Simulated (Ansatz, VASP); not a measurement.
**Si7Ge: VASP beside Ansatz**

```xyz
8
Lattice="5.4680 0.0000 0.0000 0.0000 5.4680 0.0000 0.0000 0.0000 5.6047" Properties=species:S:1:pos:R:3 pbc="T T T"
Si    1.3803    1.3803    1.4148
Si    0.0000    2.7340    2.8023
Si    2.7340    2.7340    0.0000
Si    2.7340    0.0000    2.8023
Si    4.0877    1.3803    4.1899
Si    4.0877    4.0877    1.4148
Si    1.3803    4.0877    4.1899
Ge    0.0000    0.0000    0.0000
```

Change from the starting cell: strain +0.000 along x and y, +0.025 along z, atoms carried along.

Alike in both runs: task single point; functional r2SCAN; k mesh 6 × 6 × 6; occupations gaussian, width 0.05 eV; no spin polarisation.

```csv
,VASP,Ansatz
version,VASP 6.6.1,Ansatz 0.2.0
potentials or method,"VASP PAW PBE potentials, release 64 (Si, Ge_d), cutoff 520 eV","scalar-relativistic, plane waves, PAW"
valence electrons in the cell,42,42
```

|  | VASP | Ansatz | Ansatz less VASP |
| --- | --- | --- | --- |
| gap on the k mesh at the Fermi level (eV) | 0.57 | 0.56 | -0.010 |
| least direct gap on the mesh (eV) | 0.57 | 0.56 | -0.010 |
| pressure (GPa) | -2.4 | -2.2 | +0.18 |
| traceless stress, the component that is largest in VASP (GPa) | -1.77 | -1.76 | +0.004 |
| rms of the force components (eV/Å) | 0.009 | 0.004 | -0.0056 |

VASP's potentials were made for PBE, not for r2SCAN. Atom by atom the forces differ by 0.006 eV/Å (rms over components). The functional is the same, so the differences come from potentials, cutoffs and numerics.
